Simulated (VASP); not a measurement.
Input of a VASP 6.6.1 run:

INCAR

```
PREC     = Accurate       # precision mode
ENCUT    = 600            # plane-wave cutoff, eV
EDIFF    = 1E-7           # SCF threshold, eV
ISMEAR   = 0              # smearing method
SIGMA    = 0.1            # smearing width, eV
LREAL    = F              # projectors in reciprocal space
LASPH    = T              # aspherical terms in the spheres
NELM     = 60             # most SCF steps
ALGO     = Normal         # electronic algorithm
ISIF     = 3              # what is computed and relaxed
LWAVE    = F              # write WAVECAR
LCHARG   = F              # write CHGCAR
GGA      = PE             # functional
IBRION   = 2              # ionic algorithm
NSW      = 90             # ionic steps
EDIFFG   = -0.04          # ionic threshold
```

File KPOINTS:

```
regular mesh
0
Gamma
  6 6 4
```

File POSCAR:

```
HfC
1.0
    2.6120799200      0.0000000000      0.0000000000
   -1.3060399600      2.2621275700      0.0000000000
    0.0000000000      0.0000000000      6.3649441500
Hf C
1 1
Direct
    0.6666666700      0.3333333300      0.3573498200
    0.3333333300      0.6666666700      0.0552795500
```

Potentials or basis: VASP PAW PBE potentials, release 64 (Hf_pv, C).

The run is started by

```sh
$ cat potpaw_PBE.64/Hf_pv/POTCAR potpaw_PBE.64/C/POTCAR > POTCAR
$ mpirun -np 1 vasp_std > vasp.out
```

Problem. What does it give for the space group after relaxing (to 0.05 Å)?

Solution. P3m1 (No. 156).

Problem. Predict the band gap on the k mesh.

Solution. 0.22 eV, indirect (least direct gap 0.31 eV).

Final structure:
```cif
data_structure
_symmetry_space_group_name_H-M 'P 1'
_symmetry_Int_Tables_number 1
_cell_length_a 3.2490
_cell_length_b 3.2490
_cell_length_c 2.8903
_cell_angle_alpha 90.000
_cell_angle_beta 90.000
_cell_angle_gamma 120.000
_cell_volume 26.42
loop_
_atom_site_label
_atom_site_type_symbol
_atom_site_fract_x
_atom_site_fract_y
_atom_site_fract_z
_atom_site_occupancy
Hf1 Hf 0.66667 0.33333 0.43516 1
C1 C 0.33333 0.66667 0.97747 1
```

Caveat: the k points lie up to 0.54 Å⁻¹ apart in the final cell; spin-orbit coupling is left out, which moves the levels of the heavy elements. A k mesh can miss the band edges.
